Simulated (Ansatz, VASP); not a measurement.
# Te: VASP beside Ansatz

```
Te
1.0
     5.09340    0.00000    0.00000
    -2.54670    4.41101    0.00000
     0.00000    0.00000    5.72914
Te
2
Direct
  0.33333 0.66667 0.00000
  0.66667 0.33333 0.00000
```

Alike in both runs: task relaxation of cell and atoms; functional PBE; k mesh 6 × 6 × 4; occupations gaussian, width 0.1 eV; no spin polarisation.

|  | VASP | Ansatz |
| --- | --- | --- |
| version | VASP 6.6.1 | Ansatz 0.2.0 |
| potentials or method | VASP PAW PBE potentials, release 64 (Te), cutoff 500 eV | scalar-relativistic, plane waves, PAW |
| valence electrons in the cell | 12 | 32 |

```tsv
	VASP	Ansatz	Ansatz less VASP
gap on the k mesh at the Fermi level, each at its own relaxed structure (eV)	none	none	-
relaxed volume (Å³/atom)	64.36	64.36	0.000
relaxed length of the cell vector where the two differ most in proportion (Å)	5.729	5.729	0.0000
```

A gap of «none» marks a metal or a gap that the smearing closes. VASP's potentials hold 12 valence electrons a cell and Ansatz's 32, so a difference there can come from the potentials and not from the codes.

Neither program's run includes spin-orbit coupling. Noted on VASP's run: the relaxation stopped at its first step, so nothing moved.
